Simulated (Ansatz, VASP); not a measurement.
## Two plane-wave programs on Si

```xyz
4
Lattice="3.8321 0.0000 0.0000 -1.9161 3.3187 0.0000 0.0000 0.0000 6.3412" Properties=species:S:1:pos:R:3 pbc="T T T"
Si    0.0000    2.2125    0.3999
Si    1.9161    1.1062    3.5705
Si    0.0000    2.2125    2.7707
Si    1.9161    1.1062    5.9414
```

Alike in both runs: task single point; functional PBE-based screened hybrid with a share of 0.5 of exact exchange and HFSCREEN = 0.5; k mesh 6 × 6 × 2; no spin polarisation.

```csv
,VASP,Ansatz
version,VASP 6.6.1,Ansatz 0.2.0
potentials or method,"VASP PAW PBE potentials, release 64 (Si)",plane waves
plane-wave cutoff (eV),520,420
occupations,"gaussian, width 0.01 eV",fixed
valence electrons in the cell,16,16
```

|  | VASP | Ansatz | Ansatz less VASP |
| --- | --- | --- | --- |
| gap on the k mesh at the Fermi level (eV) | 0.89 | 0.86 | -0.022 |
| pressure (GPa) | -0.9 | -0.4 | +0.47 |
| traceless stress, the component that is largest in VASP (GPa) | -0.26 | -0.24 | +0.012 |
| rms of the force components (eV/Å) | 0.031 | 0.030 | -0.0011 |

VASP's potentials were made for PBE, not for PBE-based screened hybrid. Atom by atom the forces differ by 0.001 eV/Å (rms over components). Ansatz's warnings: stress exchange threshold loose, stress scf threshold loose.

The k mesh is coarse, so the values compare programs but aren't converged.
